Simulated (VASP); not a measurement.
# N (P6_3/mmc) in VASP: further runs, part 2 of 2

VASP 6.6.1.

**3. Single point, r2SCAN**

This run uses another cell than the first one, of 6.72 Å³/atom, 0.913 times its volume.

POSCAR reads:

```
N
1.0
    2.5194737886      0.0000000000      0.0000000000
   -1.2597368943      2.1819283051      0.0000000000
    0.0000000000      0.0000000000      2.4460020000
N
2
Direct
    0.6666666700      0.3333333300      0.2500000000
    0.3333333300      0.6666666700      0.7500000000
```

INCAR.step1 reads:

```
PREC = Accurate ; ENCUT = 520
ISMEAR = 0 ; SIGMA = 0.1
LREAL = False ; LASPH = True
NELM = 100 ; NBANDS = 12
GGA = PE ; ALGO = Normal
EDIFF = 1E-4 ; LWAVE = True
LCHARG = False
```

INCAR.step2 reads:

```
PREC = Accurate ; ENCUT = 520
EDIFF = 1E-6 ; ISMEAR = 0
SIGMA = 0.1 ; LREAL = False
LASPH = True ; NELM = 100
ALGO = Normal ; ISIF = 2
LWAVE = False ; LCHARG = False
METAGGA = R2SCAN ; LMIXTAU = True
NBANDS = 12 ; ISTART = 1
```

KPOINTS reads:

```
regular mesh
0
Gamma
  9 9 8
```

Potentials or basis: VASP PAW PBE potentials, release 64 (N).

Run with:

```console
cat potpaw_PBE.64/N/POTCAR > POTCAR
cp INCAR.step1 INCAR
mpirun -np 1 vasp_std > vasp.out
cp INCAR.step2 INCAR
mpirun -np 1 vasp_std > vasp.out
```

OUTCAR:

```text
PREC = Accurate
   ENCUT = 520
   EDIFF = 1E-6
   ISMEAR = 0
   LREAL = False
   LASPH = True
   NELM = 100
   ISIF = 2
   METAGGA = R2SCAN
   ISTART = 1

 ion  position               nearest neighbor table
   1  0.667  0.333  0.250-
   2  0.333  0.667  0.750-

  LATTYP: Found a hexagonal cell.
 ALAT       =     2.5194737886
 C/A-ratio  =     0.9708384390

  Lattice vectors:

 A1 = (   2.5194737886,   0.0000000000,   0.0000000000)
 A2 = (  -1.2597368943,   2.1819283051,   0.0000000000)
 A3 = (   0.0000000000,   0.0000000000,   2.4460020000)

Analysis of symmetry for initial positions (statically):
=====================================================================
 Subroutine PRICEL returns:
 Original cell was already a primitive cell.

 Routine SETGRP: Setting up the symmetry group for a
 hexagonal supercell.

 Subroutine GETGRP returns: Found 24 space group operations
 (whereof 12 operations were pure point group operations)
 out of a pool of 24 trial point group operations.

The static configuration has the point symmetry D_3d.
 The point group associated with its full space group is D_6h.

Analysis of symmetry for dynamics (positions and initial velocities):
=====================================================================
 Subroutine PRICEL returns:
 Original cell was already a primitive cell.

 Routine SETGRP: Setting up the symmetry group for a
 hexagonal supercell.

 Subroutine GETGRP returns: Found 24 space group operations
 (whereof 12 operations were pure point group operations)
 out of a pool of 24 trial point group operations.

The dynamic configuration has the point symmetry D_3d.
 The point group associated with its full space group is D_6h.

 Subroutine INISYM returns: Found 24 space group operations
 (whereof 12 operations are pure point group operations),
 and found     1 'primitive' translations

----------------------------------------------------------------------------------------

                                     Primitive cell

  volume of cell :      13.4464

  direct lattice vectors                    reciprocal lattice vectors
     2.519473789  0.000000000  0.000000000     0.396908277  0.229155100  0.000000000
    -1.259736894  2.181928305  0.000000000     0.000000000  0.458310201  0.000000000
     0.000000000  0.000000000  2.446002000     0.000000000  0.000000000  0.408830410

  length of vectors
     2.519473789  2.519473789  2.446002000     0.458310201  0.458310201  0.408830410

  position of ions in fractional coordinates (direct lattice)
     0.666666670  0.333333330  0.250000000
     0.333333330  0.666666670  0.750000000

  ion indices of the primitive-cell ions
   primitive index   ion index
                 1           1
                 2           2

----------------------------------------------------------------------------------------

 KPOINTS: regular mesh

Automatic generation of k-mesh.
 Grid dimensions read from file:
[... 24 lines left out ...]
  0.222222  0.000000  0.000000      6.000000
  0.333333 -0.000000  0.000000      6.000000
  0.444444  0.000000  0.000000      6.000000
  0.111111  0.111111  0.000000      6.000000
[... 16 lines left out ...]
  0.333333  0.222222  0.125000     24.000000
  0.333333  0.333333  0.125000      4.000000
 [... further k-points ...]
   k-points           NKPTS =     60   k-points in BZ     NKDIM =     60   number of bands    NBANDS=     12
   number of dos      NEDOS =    301   number of ions     NIONS =      2
   total plane-waves  NPLWV =   7200
   dimension x,y,z NGX =    20 NGY =   20 NGZ =   18
   dimension x,y,z NGXF=    40 NGYF=   40 NGZF=   36
   ions per type =               2
   NGX,Y,Z   is equivalent  to a cutoff of  13.20, 13.20, 12.23 a.u.
   NGXF,Y,Z  is equivalent  to a cutoff of  26.39, 26.39, 24.47 a.u.
 SYSTEM =  unknown system
   PREC   = accura    normal or accurate (medium, high low for compatibility)
   ISTART =      1    job   : 0-new  1-cont  2-samecut
   ICHARG =      0    charge: 1-file 2-atom 10-const
   ISPIN  =      1    spin polarized calculation?
   LNONCOLLINEAR =      F non collinear calculations
   LSORBIT =      F    spin-orbit coupling
   LASPH  =      T    aspherical Exc in radial PAW
   ENCUT  =  520.0 eV  38.22 Ry    6.18 a.u.   4.68  4.68  4.55*2*pi/ulx,y,z
   NELM   =    100;   NELMIN=  2; NELMDL=  0     # of ELM steps
   EDIFF  = 0.1E-05   stopping-criterion for ELM
   LREAL  =      F    real-space projection
   EDIFFG = 0.1E-04   stopping-criterion for IOM
   NSW    =      0    number of steps for IOM
   IBRION =     -1    ionic relax: 0-MD 1-quasi-New 2-CG
   NFREE  =      0    steps in history (QN), initial steepest desc. (CG)
   ISIF   =      2    stress and relaxation
   ISYM   =      2    0-nonsym 1-usesym 2-fastsym
   POTIM  = 0.5000    time-step for ionic-motion
   TEBEG  =    0.0;   TEEND  =   0.0 temperature during run
   PSTRESS=    0.0 pullay stress
   NELECT =      10.0000    total number of electrons
   NUPDOWN=      -1.0000    fix difference up-down
   EMIN   =  10.00;   EMAX   =-10.00  energy-range for DOS
   EFERMI =   0.00;   METHOD = LEGACY
   ISMEAR =     0;   SIGMA  =   0.10  broadening in eV -4-tet -1-fermi 0-gaus
   EFERMI_NEDOS =   21; number of points for ismear=-14 and -15
   IALGO  =     38    algorithm
   IMIX   =      4    mixing-type and parameters
     AMIX     =   0.40;   BMIX     =  1.00
     AMIX_MAG =   1.60;   BMIX_MAG =  1.00
  volume/ion in A,a.u.               =       6.72        45.37
  Fermi-wavevector in a.u.,A,eV,Ry     =   1.483221  2.802881 29.932052  2.199944
  Thomas-Fermi vector in A             =   2.596909
   LORBIT       =      0    0 simple, 1 ext, 2 COOP (PROOUT), +10 PAW based schemes
   METAGGA = R2SCAN    functional components
   LHFCALC =     F    Hartree Fock is set to
   AEXX    =    0.0000 exact exchange contribution
   IVDW    =     0    specifies the selected vdW correction
   LEPSILON=     F    determine dielectric tensor
   LRPA    =     F    only Hartree local field effects (RPA)
 non-spin polarized calculation
 Gauss-broadening in eV      SIGMA  =   0.10
  energy-cutoff  :      520.00
  volume of cell :       13.45
 maximum number of plane-waves:       381
 NGX is ok and might be reduce to    20
   NGX =  9   NGY =  9   NGZ =  9

 number of electron      10.0000000 magnetization

 Free energy of the ion-electron system (eV)
  ---------------------------------------------------
  ext. energy  EPLUGINS =         0.00000000
  ---------------------------------------------------
  free energy    TOTEN  =       -10.68598033 eV

  energy without entropy =      -10.68189634  energy(sigma->0) =      -10.68393833

 E-fermi :   6.8934     XC(G=0): -14.0003

 val. band max:        6.8826174907   @ k =   0.2222   0.2222   0.3750
 cond. band min:       7.0414832463   @ k =   0.3333   0.3333   0.0000
 fundamental gap:      0.1588657556
 Fermi energy:         6.8933667504

 k-point     1 :       0.0000    0.0000    0.0000
  band No.  band energies     occupation
      1     -16.3639      2.00000
      2       0.5473      2.00000
      3       1.8473      2.00000
      4       4.3670      2.00000
      5       4.3670      2.00000
      6       9.9126      0.00000
      7       9.9126      0.00000
      8      13.5517      0.00000
      9      22.5563      0.00000
     10      26.0489      0.00000
     11      33.5915      0.00000
     12      33.5915      0.00000
[... 331 lines left out ...]
 k-point    24 :       0.3333    0.3333    0.1250
  band No.  band energies     occupation
      1      -9.3181      2.00000
      2      -9.3181      2.00000
      3      -1.9645      2.00000
      4       4.8016      2.00000
      5       4.8016      2.00000
      6      10.4145      0.00000
      7      10.4145      0.00000
      8      10.7366      0.00000
      9      25.0378      0.00000
     10      31.1478      0.00000
     11      32.4033      0.00000
     12      32.4033      0.00000

 [... further k-points ...]

------------------------ aborting loop because EDIFF is reached ----------------------------------------

  FORCE on cell =-STRESS in cart. coord.  units (eV):
  Direction    XX          YY          ZZ          XY          YZ          ZX
  --------------------------------------------------------------------------------------
  -------------------------------------------------------------------------------------
  Total        0.7977580      0.7977580     -0.2515870      0.0000000     -0.0000000      0.0000000
  in kB       95.0549268     95.0549268    -29.9772456      0.0000000     -0.0000000      0.0000000
  external PRESSURE =      53.3775360 kB  Pullay stress =       0.0000000 kB

 VOLUME and BASIS-vectors are now :
 -----------------------------------------------------------------------------
  energy-cutoff  :      520.00
  volume of cell :       13.45
      direct lattice vectors                 reciprocal lattice vectors
     2.519473789  0.000000000  0.000000000     0.396908277  0.229155100  0.000000000
    -1.259736894  2.181928305  0.000000000     0.000000000  0.458310201  0.000000000
     0.000000000  0.000000000  2.446002000     0.000000000  0.000000000  0.408830410

 POSITION                                       TOTAL-FORCE (eV/Angst)
 -----------------------------------------------------------------------------------
      1.25974      0.72731      0.61150         0.000000      0.000000      0.000000
     -0.00000      1.45462      1.83450        -0.000000     -0.000000      0.000000
 -----------------------------------------------------------------------------------
    total drift:                               -0.000002      0.000001      0.000000

  FREE ENERGIE OF THE ION-ELECTRON SYSTEM (eV)
  ---------------------------------------------------
  free  energy   TOTEN  =       -10.6859803257 eV

  energy  without entropy=      -10.6818963358  energy(sigma->0) =      -10.68393833
```

OUTCAR.step1:

```text
PREC = Accurate
   ENCUT = 520
   ISMEAR = 0
   LREAL = False
   LASPH = True
[... 585 lines left out ...]
      1.25974      0.72731      0.61150        -0.000000      0.000000      0.000000
     -0.00000      1.45462      1.83450         0.000000     -0.000000      0.000000
 -----------------------------------------------------------------------------------
    total drift:                               -0.000002      0.000001      0.000000

  FREE ENERGIE OF THE ION-ELECTRON SYSTEM (eV)
  ---------------------------------------------------
  free  energy   TOTEN  =        -9.4115729514 eV

  energy  without entropy=       -9.4073003449  energy(sigma->0) =       -9.40943665
```

Wall time 13 s (1 thread of Intel Xeon 6975P-C (Granite Rapids), shared host); peak memory 0.12 GiB.

Results:

```
Free energy            : -10.6860 eV
Pressure               : 5.3 GPa
Band gap on the k mesh : zero (band 5 reaches 7.78 eV, above the bottom of band 6 at 2.93 eV)
```

Caveat: the PAW data sets were made with another functional, which shifts forces and pressure a little.
